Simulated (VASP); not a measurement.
# HfSiO4 (I4_1/amd) in VASP: a series of runs

The runs below take HfSiO4 through electric field gradients, with PBE, LDA, PBEsol, r2SCAN.

Program: VASP 6.6.1. These are calculated values, not measurements. Logs are shortened: lines on timing, memory, paths and dates and some standing lists are left out, and cuts for length are marked.

## Step 1: The cell of the first run

The structure is tetragonal, space group I4_1/amd (No. 141). Conventional cell: a = 6.572 Å, b = 6.572 Å, c = 5.963 Å, α = 90.00°, β = 90.00°, γ = 90.00°. Within 2.8 Å of Hf (site symmetry -4m2) lie 8 O at 2.11 to 2.26 Å. Within 2.2 Å of Si (site symmetry -4m2) lie 4 O at 1.62 Å. Within 2.3 Å of O (site symmetry m) lie 1 Si at 1.62 Å and 2 Hf at 2.11 to 2.26 Å.

## Step 2: Electric field gradients, PBE

The input, INCAR:

```
SYSTEM = HfSiO4
PREC = Accurate ; ENCUT = 520
EDIFF = 1E-8 ; ISMEAR = -1
SIGMA = 0.02 ; LREAL = .FALSE.
LASPH = .TRUE. ; NELM = 60
ALGO = Normal ; ISIF = 2
LWAVE = .FALSE. ; LCHARG = .FALSE.
GGA = PE ; LEFG = .TRUE.
NBANDS = 50
```

The input, KPOINTS:

```
regular mesh
0
G
  7 7 7
  0 0 0
```

The input, POSCAR:

```
HfSiO4
1.0
   -3.2862500000      3.2862500000      2.9816000000
    3.2862500000     -3.2862500000      2.9816000000
    3.2862500000      3.2862500000     -2.9816000000
Hf Si O
2 2 8
Direct
    0.7500000000      0.2500000000      0.5000000000
    0.0000000000      0.0000000000      0.0000000000
    0.2500000000      0.7500000000      0.5000000000
    0.5000000000      0.5000000000      0.0000000000
    0.1353000000      0.3198000000      0.8155000000
    0.0698000000      0.7543000000      0.6845000000
    0.5043000000      0.3198000000      0.1845000000
    0.0698000000      0.3853000000      0.3155000000
    0.6147000000      0.9302000000      0.6845000000
    0.6802000000      0.8647000000      0.1845000000
    0.2457000000      0.9302000000      0.3155000000
    0.6802000000      0.4957000000      0.8155000000
```

Potentials or basis: VASP PAW PBE potentials, release 64 (Hf_pv, Si, O).

On the command line:

```sh
cat potpaw_PBE.64/Hf_pv/POTCAR potpaw_PBE.64/Si/POTCAR potpaw_PBE.64/O/POTCAR > POTCAR
mpirun -np 1 vasp_std > vasp.out
```

OUTCAR:

```text
SYSTEM = HfSiO4
   PREC = Accurate
   ENCUT = 520
   EDIFF = 1E-8
   ISMEAR = -1
   LREAL = .FALSE.
   LASPH = .TRUE.
   NELM = 60
   ISIF = 2
   GGA = PE

 ion  position               nearest neighbor table
   1  0.750  0.250  0.500-   5 2.11   7 2.11  10 2.11  12 2.11   9 2.26   6 2.26   8 2.26  11 2.26
                             3 2.98   3 2.98   2 3.61   2 3.61   2 3.61   2 3.61
   2  0.000  0.000  0.000-   6 2.11   8 2.11   9 2.11  11 2.11   7 2.26  10 2.26   5 2.26  12 2.26
                             4 2.98   4 2.98   1 3.61   1 3.61   1 3.61   1 3.61
   3  0.250  0.750  0.500-   6 1.62   8 1.62   9 1.62  11 1.62   1 2.98   1 2.98
   4  0.500  0.500  0.000-   5 1.62   7 1.62  10 1.62  12 1.62   2 2.98   2 2.98
   5  0.135  0.320  0.816-   4 1.62   1 2.11   2 2.26
   6  0.070  0.754  0.684-   3 1.62   2 2.11   1 2.26
   7  0.504  0.320  0.184-   4 1.62   1 2.11   2 2.26
   8  0.070  0.385  0.316-   3 1.62   2 2.11   1 2.26
   9  0.615  0.930  0.684-   3 1.62   2 2.11   1 2.26
  10  0.680  0.865  0.184-   4 1.62   1 2.11   2 2.26
  11  0.246  0.930  0.316-   3 1.62   2 2.11   1 2.26
  12  0.680  0.496  0.816-   4 1.62   1 2.11   2 2.26

  LATTYP: Found a body centered tetragonal cell.
 ALAT       =     6.5725000000
 C/A-ratio  =     0.9072955496

  Lattice vectors:

 A1 = (  -3.2862500000,   3.2862500000,   2.9816000000)
 A2 = (   3.2862500000,  -3.2862500000,   2.9816000000)
 A3 = (   3.2862500000,   3.2862500000,  -2.9816000000)

Analysis of symmetry for initial positions (statically):
=====================================================================
 Subroutine PRICEL returns:
 Original cell was already a primitive cell.

 Routine SETGRP: Setting up the symmetry group for a
 body centered tetragonal supercell.

 Subroutine GETGRP returns: Found 16 space group operations
 (whereof  8 operations were pure point group operations)
 out of a pool of 16 trial point group operations.

The static configuration has the point symmetry D_2d.
 The point group associated with its full space group is D_4h.

Analysis of symmetry for dynamics (positions and initial velocities):
=====================================================================
 Subroutine PRICEL returns:
 Original cell was already a primitive cell.

 Routine SETGRP: Setting up the symmetry group for a
 body centered tetragonal supercell.

 Subroutine GETGRP returns: Found 16 space group operations
 (whereof  8 operations were pure point group operations)
 out of a pool of 16 trial point group operations.

The dynamic configuration has the point symmetry D_2d.
 The point group associated with its full space group is D_4h.

 Subroutine INISYM returns: Found 16 space group operations
 (whereof  8 operations are pure point group operations),
 and found     1 'primitive' translations

----------------------------------------------------------------------------------------

                                     Primitive cell

  volume of cell :     128.7984

  direct lattice vectors                    reciprocal lattice vectors
    -3.286250000  3.286250000  2.981600000     0.000000000  0.152149106  0.167695197
     3.286250000 -3.286250000  2.981600000     0.152149106  0.000000000  0.167695197
     3.286250000  3.286250000 -2.981600000     0.152149106  0.152149106  0.000000000

  length of vectors
     5.521667926  5.521667926  5.521667926     0.226431070  0.226431070  0.215171329

  position of ions in fractional coordinates (direct lattice)
     0.750000000  0.250000000  0.500000000
     0.000000000  0.000000000  0.000000000
     0.250000000  0.750000000  0.500000000
     0.500000000  0.500000000  0.000000000
     0.135300000  0.319800000  0.815500000
     0.069800000  0.754300000  0.684500000
     0.504300000  0.319800000  0.184500000
     0.069800000  0.385300000  0.315500000
     0.614700000  0.930200000  0.684500000
     0.680200000  0.864700000  0.184500000
     0.245700000  0.930200000  0.315500000
     0.680200000  0.495700000  0.815500000

  ion indices of the primitive-cell ions
   primitive index   ion index
                 1           1
[... 108 lines left out ...]
   GGA     = PE    functional components
   LHFCALC =     F    Hartree Fock is set to
   AEXX    =    0.0000 exact exchange contribution
   IVDW    =     0    specifies the selected vdW correction
   LEPSILON=     F    determine dielectric tensor
   LRPA    =     F    only Hartree local field effects (RPA)
 non-spin polarized calculation
  energy-cutoff  :      520.00
  volume of cell :      128.80
 maximum number of plane-waves:      3487
 NGX is ok and might be reduce to    42
   NGX = 21   NGY = 21   NGZ = 21

 number of electron      76.0000001 magnetization

 Free energy of the ion-electron system (eV)
  ---------------------------------------------------
  ext. energy  EPLUGINS =         0.00000000
  ---------------------------------------------------
  free energy    TOTEN  =      -108.59766565 eV

  energy without entropy =     -108.59766565  energy(sigma->0) =     -108.59766565

 E-fermi :   3.8017     XC(G=0): -11.0931

 val. band max:        3.3102083052   @ k =   0.0000   0.0000   0.0000
 cond. band min:       8.7044081845   @ k =   0.2857   0.2857   0.1429
 fundamental gap:      5.3941998793
 Fermi energy:         3.8016776486

 k-point     1 :       0.0000    0.0000    0.0000
  band No.  band energies     occupation
      1     -26.0213      2.00000
      2     -26.0213      2.00000
      3     -25.9505      2.00000
      4     -25.9385      2.00000
      5     -25.8432      2.00000
      6     -25.8432      2.00000
[... 1261 lines left out ...]
     49      12.7862      0.00000
     50      13.0244      0.00000

 [... further k-points ...]

------------------------ aborting loop because EDIFF is reached ----------------------------------------

  FORCE on cell =-STRESS in cart. coord.  units (eV):
  Direction    XX          YY          ZZ          XY          YZ          ZX
  --------------------------------------------------------------------------------------
  -------------------------------------------------------------------------------------
  Total        4.3559259      4.3559259      5.2851597      0.0000000      0.0000000      0.0000000
  in kB       54.1851764     54.1851764     65.7443037      0.0000000      0.0000000      0.0000000
  external PRESSURE =      58.0382188 kB  Pullay stress =       0.0000000 kB

 VOLUME and BASIS-vectors are now :
 -----------------------------------------------------------------------------
  energy-cutoff  :      520.00
  volume of cell :      128.80
      direct lattice vectors                 reciprocal lattice vectors
    -3.286250000  3.286250000  2.981600000     0.000000000  0.152149106  0.167695197
     3.286250000 -3.286250000  2.981600000     0.152149106  0.000000000  0.167695197
     3.286250000  3.286250000 -2.981600000     0.152149106  0.152149106  0.000000000

 POSITION                                       TOTAL-FORCE (eV/Angst)
 -----------------------------------------------------------------------------------
     -0.00000      3.28625      1.49080         0.000000      0.000000      0.000000
      0.00000      0.00000      0.00000         0.000000      0.000000      0.000000
      3.28625     -0.00000      1.49080         0.000000      0.000000      0.000000
      0.00000      0.00000      2.98160         0.000000      0.000000      0.000000
      3.28625      2.07362     -1.07457        -0.000000     -0.409846     -0.335896
      4.49888      0.00000      0.41623         0.409846      0.000000     -0.335896
      0.00000      1.21263      1.90703         0.000000      0.409846     -0.335896
      2.07362      0.00000      0.41623        -0.409846     -0.000000     -0.335896
      3.28625      1.21263      2.56537         0.000000      0.409846      0.335896
      1.21263     -0.00000      4.05617         0.409846      0.000000      0.335896
      3.28625     -1.21263      2.56537         0.000000     -0.409846      0.335896
      2.07362      3.28625      1.07457        -0.409846     -0.000000      0.335896
 -----------------------------------------------------------------------------------
    total drift:                               -0.000000     -0.000000      0.000000

  FREE ENERGIE OF THE ION-ELECTRON SYSTEM (eV)
  ---------------------------------------------------
  free  energy   TOTEN  =      -108.5976656544 eV

  energy  without entropy=     -108.5976656544  energy(sigma->0) =     -108.59766565

 Electric field gradients (V/A^2)
---------------------------------------------------------------------
 ion       V_xx      V_yy      V_zz      V_xy      V_xz      V_yz
---------------------------------------------------------------------
   1     -56.902   -56.902   113.803     0.000     0.000     0.000
   2     -56.902   -56.902   113.803     0.000     0.000     0.000
   3      11.625    11.625   -23.251    -0.000    -0.000    -0.000
   4      11.625    11.625   -23.251    -0.000    -0.000    -0.000
   5     -42.055    21.321    20.734    -0.001    -0.001    23.395
   6      21.321   -42.055    20.734    -0.001   -23.398    -0.001
   7     -42.055    21.321    20.734    -0.001    -0.001   -23.398
   8      21.321   -42.055    20.734    -0.001    23.395    -0.001
   9     -42.055    21.321    20.734    -0.001    -0.001    23.395
  10      21.321   -42.055    20.734    -0.001    23.395    -0.001
  11     -42.055    21.321    20.734    -0.001    -0.001   -23.398
  12      21.321   -42.055    20.734    -0.001   -23.398    -0.001
---------------------------------------------------------------------

 Electric field gradients after diagonalization (V/A^2)
 (convention: |V_zz| > |V_xx| > |V_yy|)
----------------------------------------------------------------------
 ion       V_xx      V_yy      V_zz     asymmetry (V_yy - V_xx)/ V_zz
----------------------------------------------------------------------
   1     -56.902   -56.901   113.803       0.000
   2     -56.902   -56.901   113.803       0.000
   3      11.626    11.625   -23.251       0.000
   4      11.626    11.625   -23.251       0.000
   5     -42.055    -2.369    44.424       0.893
   6     -42.055    -2.372    44.427       0.893
   7     -42.055    -2.372    44.427       0.893
   8     -42.055    -2.369    44.424       0.893
   9     -42.055    -2.369    44.424       0.893
  10     -42.055    -2.369    44.424       0.893
  11     -42.055    -2.372    44.427       0.893
  12     -42.055    -2.372    44.427       0.893
----------------------------------------------------------------------

           NMR quadrupolar parameters

 Cq : quadrupolar parameter    Cq=e*Q*V_zz/h
 eta: asymmetry parameters     (V_yy - V_xx)/ V_zz
 Q  : nuclear electric quadrupole moment in mb (millibarn)
----------------------------------------------------------------------
 ion       Cq(MHz)       eta       Q (mb)
----------------------------------------------------------------------
   1       0.275       0.000       1.000
   2       0.275       0.000       1.000
   3      -0.056       0.000       1.000
   4      -0.056       0.000       1.000
   5       0.107       0.893       1.000
   6       0.107       0.893       1.000
   7       0.107       0.893       1.000
   8       0.107       0.893       1.000
   9       0.107       0.893       1.000
  10       0.107       0.893       1.000
  11       0.107       0.893       1.000
  12       0.107       0.893       1.000
----------------------------------------------------------------------
```

Wall time 7.6 min (1 thread of Intel Xeon Platinum 8175M at 2.50GHz (Skylake/Cascade Lake), shared host); peak memory 0.38 GiB.

Results:

```
Free energy                             : -108.5977 eV
Pressure                                : 5.8 GPa
Largest force                           : 0.530 eV/Å
Band gap on the k mesh                  : 5.39 eV (least direct gap 5.77 eV)
Largest electric field gradient by atom : Hf +113.8; Si -23.3; O +44.4 V/Å²
```

Forces on the atoms (eV/Å):
```
Hf   0.000  0.000  0.000
Hf   0.000  0.000  0.000
Si   0.000  0.000  0.000
Si   0.000  0.000  0.000
O    0.000 -0.410 -0.336
O    0.410  0.000 -0.336
O    0.000  0.410 -0.336
O   -0.410  0.000 -0.336
O    0.000  0.410  0.336
O    0.410  0.000  0.336
O    0.000 -0.410  0.336
O   -0.410  0.000  0.336
```

Levels at points of the mesh, in eV from the valence-band top:
| k point | band 35 | band 36 | band 37 | band 38 | band 39 | band 40 | band 41 | band 42 |
| --- | --- | --- | --- | --- | --- | --- | --- | --- |
| (0.00, 0.00, 0.00) | -0.59 | -0.59 | -0.56 | 0.00 | 5.79 | 6.06 | 6.24 | 6.24 |

Electric field gradients, principal values (V/Å²):
| atom | least | middle | greatest (by size) |
| --- | --- | --- | --- |
| 1 Hf | -56.901 | -56.902 | 113.803 |
| 2 Hf | -56.901 | -56.902 | 113.803 |
| 3 Si | 11.625 | 11.626 | -23.251 |
| 4 Si | 11.625 | 11.626 | -23.251 |
| 5 O | -2.369 | -42.055 | 44.424 |
| 6 O | -2.372 | -42.055 | 44.427 |
| 7 O | -2.372 | -42.055 | 44.427 |
| 8 O | -2.369 | -42.055 | 44.424 |
| 9 O | -2.369 | -42.055 | 44.424 |
| 10 O | -2.369 | -42.055 | 44.424 |
| 11 O | -2.372 | -42.055 | 44.427 |
| 12 O | -2.372 | -42.055 | 44.427 |

Caveat: the cell stands under pressure; without QUAD_EFG the Cq values of the log hold for a quadrupole moment of 1 mb, not for the nuclei; spin-orbit coupling is left out, which moves the levels of the heavy elements. Expect the measured gap to be larger: semilocal functionals such as PBE lack the derivative discontinuity.

(Continued in part 2 of 3.)
